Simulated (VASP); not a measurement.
Input of a VASP 6.6.1 run:

Contents of INCAR:

```
SYSTEM = HgTe
AGGAC    = 1.0          
AGGAX    = 1.0          
ALDAC    = 0.0          
ALDAX    = 1.0          
ALGO     = Normal         ! electronic algorithm
EDIFF    = 1E-6           ! SCF threshold, eV
ENCUT    = 500            ! plane-wave cutoff, eV
GGA      = B5             ! functional
GGA_COMPAT= .False.      
ISIF     = 2              ! what is computed and relaxed
ISMEAR   = -1             ! smearing method
LASPH    = .True.         ! aspherical terms in the spheres
LCHARG   = .True.         ! write CHGCAR
LELF     = .True.         ! ELF
LREAL    = .False.        ! projectors in reciprocal space
LVHAR    = .True.       
LWAVE    = .False.        ! write WAVECAR
NBANDS   = 16             ! bands
NELM     = 120            ! most SCF steps
PREC     = Accurate       ! precision mode
SIGMA    = 0.05           ! smearing width, eV
```

Contents of KPOINTS:

```
k-points
0
Gamma
  8 8 8
  0 0 0
```

Contents of POSCAR:

```
HgTe
1.0
   -3.0456030000      3.0456030000      1.5594100000
    3.0456030000     -3.0456030000      1.5594100000
    3.0456030000      3.0456030000     -1.5594100000
Hg Te
1 1
Direct
    0.7500000000      0.2500000000      0.5000000000
    0.0000000000      0.0000000000      0.0000000000
```

Potentials or basis: VASP PAW PBE potentials, release 64 (Hg, Te).

Command:

```sh
$ cat potpaw_PBE.64/Hg/POTCAR potpaw_PBE.64/Te/POTCAR > POTCAR
$ mpirun -np 1 vasp_std > vasp.out
```

Estimate the pressure.

4.3 GPa.

Predict the band gap on the k mesh.

zero (bands 9 and 10 overlap by 2.86 eV).

Stress tensor (GPa, compression positive):
```
3.87 0.00 0.00
0.00 3.87 0.00
0.00 0.00 5.27
```

Caveat: the cell stands under pressure; the PAW data sets were made with another functional, which shifts forces and pressure a little; spin-orbit coupling is left out, which moves the levels of the heavy elements.
